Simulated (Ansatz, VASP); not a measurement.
CdTeS4 in VASP and in Ansatz

```
CELL_PARAMETERS angstrom
3.97739 0.00000 0.00000
-1.98870 3.44452 0.00000
0.00000 0.00000 11.50733
ATOMIC_POSITIONS crystal
Cd 0.00000 0.00000 0.50000
Te 0.66667 0.33333 0.00000
S 0.66667 0.33333 0.60333
S 0.00000 0.00000 0.85819
S 0.00000 0.00000 0.14181
S 0.66667 0.33333 0.39667
```

Change from the starting cell: species swapped into the NbWSe4 type (P-6m2, No. 187).

Alike in both runs: functional PBE; k mesh 12 × 12 × 4; occupations gaussian, width 0.1 eV; no spin polarisation.

Ansatz relaxed the structure, and its values are those at the end. VASP's run is a single point on that final structure, the one shown.

|  | VASP | Ansatz |
| --- | --- | --- |
| version | VASP 6.6.1 | Ansatz 0.2.0 |
| potentials or method | VASP PAW PBE potentials, release 64 (Cd, Te, S), cutoff 520 eV | scalar-relativistic, plane waves, PAW |
| valence electrons in the cell | 42 | 60 |

VASP gave:

```
pressure (GPa)                     : 0.1
rms of the force components (eV/Å) : 0.007
```

Task: What did Ansatz give for the same quantities?

Result: Pressure (GPa): 0.0; rms of the force components (eV/Å): 0.001.

VASP's potentials hold 42 valence electrons a cell and Ansatz's 60, so a difference there can come from the potentials and not from the codes.

Spin-orbit coupling is off throughout.
